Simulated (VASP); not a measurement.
# ZrTi3C4: relaxation of cell and atoms with PBE

The system is ZrTi3C4.

```
Zr Ti C
1.0
    -2.40271    2.40271    4.80541
     2.40271   -2.40271    4.80541
     2.40271    2.40271   -4.80541
Zr Ti C
1 3 4
Direct
  0.50000 0.50000 0.00000
  0.00000 0.00000 0.00000
  0.75000 0.25000 0.50000
  0.25000 0.75000 0.50000
  0.25000 0.25000 0.00000
  0.00000 0.50000 0.50000
  0.75000 0.75000 0.00000
  0.50000 0.00000 0.50000
```

```
Program                : VASP 6.6.1
Task                   : relaxation of cell and atoms
Functional             : PBE
Potentials or basis    : VASP PAW PBE potentials, release 64 (Zr_sv, Ti_sv, C)
Cutoff                 : 600 eV
k mesh                 : 6 × 6 × 6
Occupations            : gaussian, width 0.1 eV
Spin                   : no spin polarisation
Dipole correction      : no
Further INCAR settings : ALGO = Normal; EDIFF = 1e-06; IBRION = 2; EDIFFG = -0.04; NSW = 90; ISIF = 3
```

The relaxed volume is 10.97 Å³/atom, the relaxed cell is a = 5.436 Å, b = 5.436 Å, c = 5.436 Å, α = 131.70°, β = 131.70°, γ = 70.70° and the space group after relaxing (to 0.05 Å) is I4/mmm (No. 139). The energy gained by relaxing is 384.5 meV/atom and the ionic steps are 9. The pressure after relaxing is -0.1 GPa. The band gap on the k mesh is zero (band 32 reaches 10.07 eV, above the bottom of band 33 at 9.06 eV).

Forces on the atoms (eV/Å):
```
Zr   0.000  0.000  0.000
Ti   0.000  0.000  0.000
Ti   0.000  0.000  0.000
Ti   0.000  0.000  0.000
C    0.000  0.000  0.003
C    0.000  0.000  0.000
C    0.000  0.000 -0.003
C    0.000  0.000  0.000
```

Stress tensor (GPa, compression positive):
```
 0.02  0.00  0.00
 0.00  0.02  0.00
 0.00  0.00 -0.46
```

The path:
```
step  energy change (eV)  largest force (eV/Å)  pressure (GPa)  volume (Å³)
   1              0.0000                0.4261          -34.26       110.97
   2              0.8878                1.3528           84.96        69.82
   3             -3.0292                0.8488           -2.36        88.69
   4             -3.0363                0.8654           -0.43        87.95
   5             -3.0363                0.8752            0.72        87.53
   6             -3.0743                0.1213            0.80        87.39
   7             -3.0750                0.0057            0.86        87.37
   8             -3.0753                0.0097           -1.00        88.06
   9             -3.0764                0.0026           -0.14        87.74
```

Final structure:
```
Zr Ti C
1.0
    -2.22416    2.22416    4.43405
     2.22416   -2.22416    4.43405
     2.22416    2.22416   -4.43405
Zr Ti C
1 3 4
Direct
  0.50000 0.50000 0.00000
  0.00000 0.00000 0.00000
  0.75000 0.25000 0.50000
  0.25000 0.75000 0.50000
  0.24395 0.24395 0.00000
  0.00000 0.50000 0.50000
  0.75605 0.75605 0.00000
  0.50000 0.00000 0.50000
```

Levels at points of the mesh, in eV from the Fermi level:
```
           k point  band 29  band 30  band 31  band 32  band 33  band 34  band 35  band 36
(0.00, 0.00, 0.00)     0.03     0.03     0.70     0.70     0.73     1.39     1.39     1.40
(0.50, 0.00, 0.00)    -1.91    -1.73    -1.72    -1.56     1.06     1.17     2.27     2.39
(0.50, 0.50, 0.00)    -2.76    -2.54    -2.42    -2.24     1.88     2.30     2.68     2.80
(0.50, 0.50, 0.50)    -0.48    -0.48    -0.43    -0.43    -0.31     0.12     0.12     0.23
```

Run time: 16 min on 1 thread of Intel(R) Xeon(R) Platinum 8488C (Sapphire Rapids), with other jobs on the host, peak memory 0.44 GiB.

Caveat: the volume moved by over 15 % at a fixed basis, so the end points are rough.
